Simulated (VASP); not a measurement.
# Sb (R-3m) in VASP: notebook, part 2 of 2

VASP 6.6.1.

## (3) Single point, PBEsol

This run uses another cell than the first one, of the same volume but with other edges.

INCAR reads:

```
SYSTEM = Sb
ALGO = Normal
EDIFF = 1E-7
ENCUT = 520
GGA = PS
ISIF = 2
ISMEAR = 0
LASPH = .True.
LCHARG = .True.
LELF = .True.
LREAL = .False.
LVHAR = .True.
LWAVE = .False.
NBANDS = 12
NELM = 80
PREC = Accurate
SIGMA = 0.15
```

KPOINTS reads:

```
k-points
0
Gamma
  18 18 18
  0 0 0
```

POSCAR reads:

```
Sb
1.0
    2.1159071631      1.2216195702      3.8677824587
   -2.1159071631      1.2216195702      3.8677824587
    0.0000000000     -2.4432391404      3.8677824587
Sb
2
Direct
    0.2336400000      0.2336400000      0.2336400000
    0.7663600000      0.7663600000      0.7663600000
```

Potentials or basis: VASP PAW PBE potentials, release 64 (Sb).

The run is started by

```bash
$ cat potpaw_PBE.64/Sb/POTCAR > POTCAR
$ mpirun -np 1 vasp_std > vasp.out
```

Wall time 18 min (1 thread of Intel Xeon 8259CL, shared host); peak memory 0.48 GiB.

The run converged. Its results:

```
Free energy            : -9.0915 eV
Pressure               : 0.9 GPa
Largest force          : 0.194 eV/Å
Band gap on the k mesh : zero (bands 5 and 6 overlap by 0.43 eV)
```

Forces in eV/Å, atoms in the order of the input:
```
Sb   0.000  0.000  0.194
Sb   0.000  0.000 -0.194
```

Stress tensor (GPa, compression positive):
```
 1.56  0.00  0.00
 0.00  1.56  0.00
 0.00  0.00 -0.38
```

Levels at points of the mesh, in eV from the Fermi level:
```
           k point  band 1  band 2  band 3  band 4  band 5  band 6  band 7  band 8  band 9  band 10
(0.00, 0.00, 0.00)  -12.81   -4.86   -2.42   -1.61   -1.61    2.05    2.69    2.69    5.20     5.26
(0.50, 0.00, 0.00)  -10.40   -9.62   -2.10   -1.93   -0.30   -0.21   -0.10    0.58    7.06     7.55
(0.50, 0.50, 0.00)  -10.41   -8.05   -5.47   -3.92   -3.52    1.48    4.85    5.53    6.75     8.66
(0.50, 0.50, 0.50)  -11.41   -9.08   -1.14   -1.14   -0.19    0.36    0.36    1.38    6.72     8.54
```

Caveat: the PAW data sets were made with another functional, which shifts forces and pressure a little; spin-orbit coupling is left out, which moves the levels of the heavy elements.

## (4) Single point, PBEsol

This run uses another cell than the first one, of the same volume but with other edges.

INCAR reads:

```
ALGO = Normal ; EDIFF = 1E-6
ENCUT = 520 ; GGA = PS
ISIF = 2 ; ISMEAR = 0
LASPH = T ; LCHARG = T
LELF = T ; LREAL = F
LVHAR = T ; LWAVE = F
NBANDS = 12 ; NELM = 100
PREC = Accurate ; SIGMA = 0.15
```

KPOINTS reads:

```
k-points
0
Gamma
  18 18 18
```

POSCAR reads:

```
Sb
1.0
    2.3166639798      1.3375265724      3.2264813918
   -2.3166639798      1.3375265724      3.2264813918
    0.0000000000     -2.6750531447      3.2264813918
Sb
2
Direct
    0.2336400000      0.2336400000      0.2336400000
    0.7663600000      0.7663600000      0.7663600000
```

The run is started by

```bash
$ cat potpaw_PBE.64/Sb/POTCAR > POTCAR
$ mpirun -np 1 vasp_std > vasp.out
```

Run time: 9.9 min. Hardware: 1 thread of Intel Xeon 8259CL, shared host; peak memory 0.46 GiB.

It converged, with:

```
Free energy            : -8.9395 eV
Pressure               : -1.6 GPa
Largest force          : 0.413 eV/Å
Band gap on the k mesh : zero (bands 5 and 6 overlap by 0.95 eV)
```

Forces on the atoms (eV/Å):
```
Sb   0.000  0.000  0.413
Sb   0.000  0.000 -0.413
```

Stress tensor (GPa, compression positive):
```
-3.11  0.00  0.00
 0.00 -3.11  0.00
 0.00  0.00  1.29
```

Levels at points of the mesh, in eV from the Fermi level:
```
           k point  band 2  band 3  band 4  band 5  band 6  band 7  band 8  band 9
(0.00, 0.00, 0.00)   -4.65   -2.05   -2.05   -0.28    2.71    3.36    3.36    4.71
(0.50, 0.00, 0.00)   -9.49   -1.38   -0.44   -0.06    0.41    0.61    1.83    7.23
(0.50, 0.50, 0.00)   -7.56   -5.16   -4.01   -2.51    1.96    5.23    5.35    6.70
(0.50, 0.50, 0.50)   -8.28   -1.65   -1.65   -1.55   -0.50   -0.50    0.22    8.46
```

Caveat: the PAW data sets were made with another functional, which shifts forces and pressure a little; spin-orbit coupling is left out, which moves the levels of the heavy elements.

## (5) Single point, PBEsol

This run uses another cell than the first one, of the same volume but with other edges.

INCAR reads:

```
SYSTEM = Sb
ALGO = Normal ; EDIFF = 1E-7
ENCUT = 520 ; GGA = PS
ISIF = 2 ; ISMEAR = 0
LASPH = .True. ; LCHARG = .False.
LREAL = .False. ; LWAVE = .False.
NBANDS = 12 ; NELM = 80
PREC = Accurate ; SIGMA = 0.15
```

KPOINTS reads:

```
k-points
0
Gamma
  18 18 18
  0 0 0
```

POSCAR reads:

```
Sb
1.0
    1.9705097636      1.1376743425      4.4596222639
   -1.9705097636      1.1376743425      4.4596222639
    0.0000000000     -2.2753486849      4.4596222639
Sb
2
Direct
    0.2336400000      0.2336400000      0.2336400000
    0.7663600000      0.7663600000      0.7663600000
```

The run is started by

```bash
$ cat potpaw_PBE.64/Sb/POTCAR > POTCAR
$ mpirun -np 1 vasp_std > vasp.out
```

Run time: 24 min. Hardware: 1 thread of Intel Xeon 8259CL, shared host; peak memory 0.52 GiB.

The run converged. Its results:

| Item | Value |
| --- | --- |
| Free energy | -8.8856 eV |
| Pressure | 0.7 GPa |
| Largest force | 0.215 eV/Å |
| Band gap on the k mesh | zero (bands 5 and 6 overlap by 2.39 eV) |

Forces in eV/Å, atoms in the order of the input:
```
Sb   0.000  0.000 -0.215
Sb   0.000  0.000  0.215
```

Stress tensor (GPa, compression positive):
```
 2.81  0.00  0.00
 0.00  2.81  0.00
 0.00  0.00 -3.44
```

Levels at points of the mesh, in eV from the Fermi level:
| k point | band 1 | band 2 | band 3 | band 4 | band 5 | band 6 | band 7 | band 8 | band 9 | band 10 |
| --- | --- | --- | --- | --- | --- | --- | --- | --- | --- | --- |
| (0.00, 0.00, 0.00) | -12.54 | -5.65 | -3.48 | -0.16 | -0.16 | 3.06 | 3.21 | 3.21 | 6.15 | 6.65 |
| (0.50, 0.00, 0.00) | -9.92 | -8.96 | -2.87 | -1.25 | -0.96 | -0.23 | 0.33 | 1.44 | 5.54 | 6.03 |
| (0.50, 0.50, 0.00) | -9.99 | -7.82 | -5.05 | -3.95 | -2.24 | 2.19 | 4.38 | 4.69 | 5.41 | 8.28 |
| (0.50, 0.50, 0.50) | -11.67 | -9.05 | 0.23 | 0.23 | 1.65 | 1.84 | 1.84 | 1.96 | 6.25 | 7.49 |

Caveat: the stress differs along the axes, from -3 to 3 GPa; the PAW data sets were made with another functional, which shifts forces and pressure a little; spin-orbit coupling is left out, which moves the levels of the heavy elements.

## (6) Single point, PBEsol

This run uses another cell than the first one, of the same volume but with other edges.

INCAR reads:

```
ALGO     = Normal         # electronic algorithm
EDIFF    = 1E-6           # SCF threshold, eV
ENCUT    = 500            # plane-wave cutoff, eV
GGA      = PS             # functional
GGA_COMPAT= F            
ISIF     = 2              # what is computed and relaxed
ISMEAR   = 0              # smearing method
LASPH    = T              # aspherical terms in the spheres
LCHARG   = F              # write CHGCAR
LREAL    = F              # projectors in reciprocal space
LWAVE    = F              # write WAVECAR
NBANDS   = 22             # bands
NELM     = 120            # most SCF steps
PREC     = Accurate       # precision mode
SIGMA    = 0.15           # smearing width, eV
```

KPOINTS reads:

```
k-points
0
Gamma
  18 18 18
```

POSCAR reads:

```
Sb
1.0
    2.0237923961      1.1684370847      4.2278866706
   -2.0237923961      1.1684370847      4.2278866706
    0.0000000000     -2.3368741693      4.2278866706
Sb
2
Direct
    0.2336400000      0.2336400000      0.2336400000
    0.7663600000      0.7663600000      0.7663600000
```

Potentials or basis: VASP PAW PBE potentials, release 64 (Sb_d_GW).

The run is started by

```bash
$ cat potpaw_PBE.64/Sb_d_GW/POTCAR > POTCAR
$ mpirun -np 1 vasp_std > vasp.out
```

It took 8.9 min on 1 thread of Intel Xeon Platinum 8559C (Emerald Rapids), shared host; peak memory 0.78 GiB.

The run converged. Its results:

```yaml
Free_energy: -9.0416 eV
Pressure: 0.8 GPa
Largest_force: 0.087 eV/Å
Band_gap_on_the_k_mesh: zero (bands 15 and 16 overlap by 1.66 eV)
```

Forces in eV/Å, atoms in the order of the input:
```
Sb   0.000  0.000 -0.087
Sb   0.000  0.000  0.087
```

Stress tensor (GPa, compression positive):
```
 2.27  0.00  0.00
 0.00  2.27  0.00
 0.00  0.00 -2.19
```

Levels at points of the mesh, in eV from the Fermi level:
```
           k point  band 13  band 14  band 15  band 16  band 17  band 18
(0.00, 0.00, 0.00)    -3.14    -0.75    -0.75     2.58     2.95     2.95
(0.50, 0.00, 0.00)    -2.62    -1.55    -0.66    -0.24     0.14     1.08
(0.50, 0.50, 0.00)    -5.22    -3.99    -2.74     1.91     4.55     5.48
(0.50, 0.50, 0.50)    -0.32    -0.32     0.99     1.25     1.25     1.93
```

Caveat: the PAW data sets were made with another functional, which shifts forces and pressure a little; spin-orbit coupling is left out, which moves the levels of the heavy elements.

## (7) Overview

```csv
potentials or basis,cell,cutoff (eV),gap on the mesh (eV),pressure (GPa),largest force (eV/Å)
"VASP PAW PBE potentials, release 64 (Sb)","a = 4.429 Å, angles 59.0°, 2 atoms",520,none,0.2,0.28
"VASP PAW PBE potentials, release 64 (Sb)","a = 4.575 Å, angles 55.1°, 2 atoms",520,none,0.9,0.19
"VASP PAW PBE potentials, release 64 (Sb)","a = 4.191 Å, angles 67.1°, 2 atoms",520,none,-1.6,0.41
"VASP PAW PBE potentials, release 64 (Sb)","a = 5.007 Å, angles 46.4°, 2 atoms",520,none,0.7,0.21
"VASP PAW PBE potentials, release 64 (Sb_d_GW)","a = 4.831 Å, angles 49.5°, 2 atoms",500,none,0.8,0.09
```

Alike in all rows: task single point; level PBEsol; no spin polarisation; k mesh 18 × 18 × 18; smearing gaussian 0.15 eV.

Caveats: the PAW data sets were made with another functional, which shifts forces and pressure a little; spin-orbit coupling is left out, which moves the levels of the heavy elements; the stress differs along the axes, from -3 to 3 GPa (at least some runs).

Total energies depend on the potentials used, so only differences within one code and one set of settings carry meaning.
